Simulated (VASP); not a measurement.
# Zr4B (Im-3m) in VASP: notebook, part 2 of 2

VASP 6.6.1. The steps go on from the part before.

## Step 5: Single point, PBE

This run uses another cell than the first one, of 20.60 Å³/atom, 1.133 times its volume.

File INCAR:

```
  PREC = Accurate
  ENCUT = 520
  EDIFF = 1E-7
  ISMEAR = 0
  SIGMA = 0.1
  LREAL = F
  LASPH = T
  NELM = 100
  ALGO = Fast
  ISIF = 2
  LWAVE = F
  LCHARG = T
  GGA = PE
  LELF = T
  LVHAR = T
  NBANDS = 34
```

File KPOINTS:

```
Automatic mesh
0
Gamma
  10 10 10
```

File POSCAR:

```
Zr4B
1.0
   -2.9530985346      2.9530985346      2.9530985346
    2.9530985346     -2.9530985346      2.9530985346
    2.9530985346      2.9530985346     -2.9530985346
Zr B
4 1
Direct
    0.5000000000      0.5000000000      0.5000000000
    0.0000000000      0.0000000000      0.5000000000
    0.0000000000      0.5000000000      0.0000000000
    0.5000000000      0.0000000000      0.0000000000
    0.0000000000      0.0000000000      0.0000000000
```

Potentials or basis: VASP PAW PBE potentials, release 64 (Zr_sv, B).

Run with:

```sh
$ cat potpaw_PBE.64/Zr_sv/POTCAR potpaw_PBE.64/B/POTCAR > POTCAR
$ mpirun -np 1 vasp_std > vasp.out
```

OUTCAR:

```text
PREC = Accurate
   ENCUT = 520
   EDIFF = 1E-7
   ISMEAR = 0
   LREAL = F
   LASPH = T
   NELM = 100
   ISIF = 2
   GGA = PE

 ion  position               nearest neighbor table
   1  0.500  0.500  0.500-   5 2.56   5 2.56   4 2.95   2 2.95   4 2.95   3 2.95   2 2.95   3 2.95

   2  0.000  0.000  0.500-   5 2.56   5 2.56   4 2.95   1 2.95   3 2.95   3 2.95   4 2.95   1 2.95

   3  0.000  0.500  0.000-   5 2.56   5 2.56   4 2.95   1 2.95   2 2.95   2 2.95   1 2.95   4 2.95

   4  0.500  0.000  0.000-   5 2.56   5 2.56   3 2.95   1 2.95   1 2.95   2 2.95   2 2.95   3 2.95

   5  0.000  0.000  0.000-   1 2.56   2 2.56   3 2.56   4 2.56   2 2.56   3 2.56   4 2.56   1 2.56

  LATTYP: Found a body centered cubic cell.
 ALAT       =     5.9061970692

  Lattice vectors:

 A1 = (  -2.9530985346,   2.9530985346,   2.9530985346)
 A2 = (   2.9530985346,  -2.9530985346,   2.9530985346)
 A3 = (   2.9530985346,   2.9530985346,  -2.9530985346)

Analysis of symmetry for initial positions (statically):
=====================================================================
 Subroutine PRICEL returns:
 Original cell was already a primitive cell.

 Routine SETGRP: Setting up the symmetry group for a
 body centered cubic supercell.

 Subroutine GETGRP returns: Found 48 space group operations
 (whereof 48 operations were pure point group operations)
 out of a pool of 48 trial point group operations.

The static configuration has the point symmetry O_h .

Analysis of symmetry for dynamics (positions and initial velocities):
=====================================================================
 Subroutine PRICEL returns:
 Original cell was already a primitive cell.

 Routine SETGRP: Setting up the symmetry group for a
 body centered cubic supercell.

 Subroutine GETGRP returns: Found 48 space group operations
 (whereof 48 operations were pure point group operations)
 out of a pool of 48 trial point group operations.

The dynamic configuration has the point symmetry O_h .

 Subroutine INISYM returns: Found 48 space group operations
 (whereof 48 operations are pure point group operations),
 and found     1 'primitive' translations

----------------------------------------------------------------------------------------

                                     Primitive cell

  volume of cell :     103.0134

  direct lattice vectors                    reciprocal lattice vectors
    -2.953098535  2.953098535  2.953098535     0.000000000  0.169313687  0.169313687
     2.953098535 -2.953098535  2.953098535     0.169313687  0.000000000  0.169313687
     2.953098535  2.953098535 -2.953098535     0.169313687  0.169313687  0.000000000

  length of vectors
     5.114916702  5.114916702  5.114916702     0.239445712  0.239445712  0.239445712

  position of ions in fractional coordinates (direct lattice)
     0.500000000  0.500000000  0.500000000
     0.000000000  0.000000000  0.500000000
     0.000000000  0.500000000  0.000000000
     0.500000000  0.000000000  0.000000000
     0.000000000  0.000000000  0.000000000

  ion indices of the primitive-cell ions
   primitive index   ion index
                 1           1
[... 19 lines left out ...]

  Length of vectors
     0.023944571  0.023944571  0.023944571

  Shift w.r.t. Gamma in fractional coordinates (k-lattice)
     0.000000000  0.000000000  0.000000000

 Subroutine IBZKPT returns following result:
 ===========================================

 Found     47 irreducible k-points:

 Following reciprocal coordinates:
            Coordinates               Weight
  0.000000  0.000000  0.000000      1.000000
  0.100000  0.000000  0.000000     12.000000
  0.200000  0.000000  0.000000     12.000000
  0.300000  0.000000  0.000000     12.000000
  0.400000  0.000000  0.000000     12.000000
  0.500000  0.000000  0.000000      6.000000
[... 16 lines left out ...]
  0.300000  0.300000  0.100000      8.000000
 -0.300000  0.300000  0.100000     24.000000
 [... further k-points ...]
   k-points           NKPTS =     47   k-points in BZ     NKDIM =     47   number of bands    NBANDS=     34
   number of dos      NEDOS =    301   number of ions     NIONS =      5
   total plane-waves  NPLWV =  64000
   dimension x,y,z NGX =    40 NGY =   40 NGZ =   40
   dimension x,y,z NGXF=    80 NGYF=   80 NGZF=   80
   ions per type =               4   1
   NGX,Y,Z   is equivalent  to a cutoff of  13.00, 13.00, 13.00 a.u.
   NGXF,Y,Z  is equivalent  to a cutoff of  26.00, 26.00, 26.00 a.u.
 SYSTEM =  unknown system
   PREC   = accura    normal or accurate (medium, high low for compatibility)
   ISTART =      0    job   : 0-new  1-cont  2-samecut
   ICHARG =      2    charge: 1-file 2-atom 10-const
   ISPIN  =      1    spin polarized calculation?
   LNONCOLLINEAR =      F non collinear calculations
   LSORBIT =      F    spin-orbit coupling
   LASPH  =      T    aspherical Exc in radial PAW
   ENCUT  =  520.0 eV  38.22 Ry    6.18 a.u.   9.51  9.51  9.51*2*pi/ulx,y,z
   NELM   =    100;   NELMIN=  2; NELMDL= -5     # of ELM steps
   EDIFF  = 0.1E-06   stopping-criterion for ELM
   LREAL  =      F    real-space projection
   EDIFFG = 0.1E-05   stopping-criterion for IOM
   NSW    =      0    number of steps for IOM
   IBRION =     -1    ionic relax: 0-MD 1-quasi-New 2-CG
   NFREE  =      0    steps in history (QN), initial steepest desc. (CG)
   ISIF   =      2    stress and relaxation
   ISYM   =      2    0-nonsym 1-usesym 2-fastsym
   POTIM  = 0.5000    time-step for ionic-motion
   TEBEG  =    0.0;   TEEND  =   0.0 temperature during run
   PSTRESS=    0.0 pullay stress
   NELECT =      51.0000    total number of electrons
   NUPDOWN=      -1.0000    fix difference up-down
   EMIN   =  10.00;   EMAX   =-10.00  energy-range for DOS
   EFERMI =   0.00;   METHOD = LEGACY
   ISMEAR =     0;   SIGMA  =   0.10  broadening in eV -4-tet -1-fermi 0-gaus
   EFERMI_NEDOS =   21; number of points for ismear=-14 and -15
   IALGO  =     68    algorithm
   IMIX   =      4    mixing-type and parameters
     AMIX     =   0.40;   BMIX     =  1.00
     AMIX_MAG =   1.60;   BMIX_MAG =  1.00
  volume/ion in A,a.u.               =      20.60       139.03
  Fermi-wavevector in a.u.,A,eV,Ry     =   1.295091  2.447367 22.820517  1.677261
  Thomas-Fermi vector in A             =   2.426633
   LORBIT       =      0    0 simple, 1 ext, 2 COOP (PROOUT), +10 PAW based schemes
   GGA     = PE    functional components
   LHFCALC =     F    Hartree Fock is set to
   AEXX    =    0.0000 exact exchange contribution
   IVDW    =     0    specifies the selected vdW correction
   LEPSILON=     F    determine dielectric tensor
   LRPA    =     F    only Hartree local field effects (RPA)
 non-spin polarized calculation
 RMM-DIIS sequential band-by-band and
 Gauss-broadening in eV      SIGMA  =   0.10
  energy-cutoff  :      520.00
  volume of cell :      103.01
 maximum number of plane-waves:      2794
 NGX is ok and might be reduce to    40
   NGX = 19   NGY = 19   NGZ = 19

 number of electron      51.0000000 magnetization

 Free energy of the ion-electron system (eV)
  ---------------------------------------------------
  ext. energy  EPLUGINS =         0.00000000
  ---------------------------------------------------
  free energy    TOTEN  =       -39.27374804 eV

  energy without entropy =      -39.24171916  energy(sigma->0) =      -39.25773360

 E-fermi :   8.1342     XC(G=0): -10.9407

 val. band max:        8.1205961366   @ k =   0.2000   0.2000   0.1000
 cond. band min:       8.1398525177   @ k =  -0.4000   0.5000   0.3000
 fundamental gap:      0.0192563810
 Fermi energy:         8.1341971598

 k-point     1 :       0.0000    0.0000    0.0000
  band No.  band energies     occupation
      1     -40.4466      2.00000
      2     -40.2045      2.00000
      3     -40.2045      2.00000
      4     -40.2045      2.00000
      5     -18.8698      2.00000
      6     -18.8698      2.00000
[... 877 lines left out ...]
     33      11.5410      0.00000
     34      11.6226      0.00000

 [... further k-points ...]
[... 5 lines left out ...]
  --------------------------------------------------------------------------------------
  -------------------------------------------------------------------------------------
  Total        0.0231925      0.0231925      0.0231925      0.0000000      0.0000000     -0.0000000
  in kB        0.3607147      0.3607147      0.3607147      0.0000000      0.0000000     -0.0000000
  external PRESSURE =       0.3607147 kB  Pullay stress =       0.0000000 kB

 VOLUME and BASIS-vectors are now :
 -----------------------------------------------------------------------------
  energy-cutoff  :      520.00
  volume of cell :      103.01
      direct lattice vectors                 reciprocal lattice vectors
    -2.953098535  2.953098535  2.953098535     0.000000000  0.169313687  0.169313687
     2.953098535 -2.953098535  2.953098535     0.169313687  0.000000000  0.169313687
     2.953098535  2.953098535 -2.953098535     0.169313687  0.169313687  0.000000000

 POSITION                                       TOTAL-FORCE (eV/Angst)
 -----------------------------------------------------------------------------------
      1.47655      1.47655      1.47655         0.000000     -0.000000     -0.000000
      1.47655      1.47655     -1.47655         0.000000      0.000000     -0.000000
      1.47655     -1.47655      1.47655         0.000000      0.000000      0.000000
     -1.47655      1.47655      1.47655        -0.000000     -0.000000      0.000000
      0.00000      0.00000      0.00000        -0.000000      0.000000      0.000000
 -----------------------------------------------------------------------------------
    total drift:                                0.000000     -0.000000      0.000000

  FREE ENERGIE OF THE ION-ELECTRON SYSTEM (eV)
  ---------------------------------------------------
  free  energy   TOTEN  =       -39.2737480351 eV

  energy  without entropy=      -39.2417191615  energy(sigma->0) =      -39.25773360
```

OSZICAR:

```text
N       E                     dE             d eps       ncg     rms          rms(c)
DAV:   1     0.511484939551E+03    0.51148E+03   -0.27067E+04  3196   0.148E+03
DAV:   2     0.589624085203E+00   -0.51090E+03   -0.49858E+03  3630   0.440E+02
DAV:   3    -0.409557568627E+02   -0.41545E+02   -0.40662E+02  5324   0.932E+01
[... 15 lines left out ...]
RMM:  19    -0.392737467575E+02   -0.10613E-05   -0.79727E-06  4939   0.988E-03    0.203E-03
RMM:  20    -0.392737474370E+02   -0.67953E-06   -0.48085E-06  4809   0.758E-03    0.846E-04
RMM:  21    -0.392737477736E+02   -0.33656E-06   -0.23858E-06  4269   0.589E-03    0.292E-04
RMM:  22    -0.392737479456E+02   -0.17208E-06   -0.13515E-06  3905   0.465E-03    0.180E-04
RMM:  23    -0.392737480351E+02   -0.89468E-07   -0.88837E-07  3701   0.388E-03
   1 F= -.39273748E+02 E0= -.39257734E+02  d E =-.320289E-01
```

It took 2.4 min on 1 thread of Intel Xeon 6975P-C (Granite Rapids), shared host; peak memory 0.31 GiB.

Results:

```
Free energy : -39.2737 eV
Pressure    : 0.0 GPa
```

Levels at points of the mesh, in eV from the Fermi level:
| k point | band 21 | band 22 | band 23 | band 24 | band 25 | band 26 | band 27 | band 28 | band 29 | band 30 |
| --- | --- | --- | --- | --- | --- | --- | --- | --- | --- | --- |
| (0.00, 0.00, 0.00) | -1.59 | -1.59 | -0.35 | -0.35 | -0.35 | 0.27 | 0.27 | 0.27 | 2.83 | 2.83 |
| (0.50, 0.00, 0.00) | -1.94 | -1.55 | -0.82 | -0.47 | -0.06 | 0.11 | 0.55 | 0.72 | 1.66 | 1.83 |
| (0.50, 0.50, 0.50) | -1.60 | -1.60 | -1.60 | -0.73 | -0.73 | -0.73 | 0.33 | 0.33 | 1.72 | 1.72 |

## Step 6: The runs side by side

| task | cell | k mesh | cutoff (eV) | gap on the mesh (eV) | pressure (GPa) |
| --- | --- | --- | --- | --- | --- |
| single point | a = 4.907 Å, angles 109.5°, 5 atoms | 4 × 4 × 4 | 520 | none | 14.8 |
| single point | a = 5.115 Å, angles 109.5°, 5 atoms | 4 × 4 × 4 | 520 | none | -0.2 |
| relaxation of cell and atoms | relaxed from a = 4.907 Å, angles 109.5°, 5 atoms | 4 × 4 × 4 | 600 | none | -0.2 |
| single point | a = 5.115 Å, angles 109.5°, 5 atoms | 10 × 10 × 10 | 520 | none | 0.0 |

Alike in all rows: level PBE; potentials or basis VASP PAW PBE potentials, release 64 (Zr_sv, B); no spin polarisation; smearing gaussian 0.1 eV.

Caveats: some runs use coarse meshes.

Absolute energies hang on the potentials; compare differences alone.
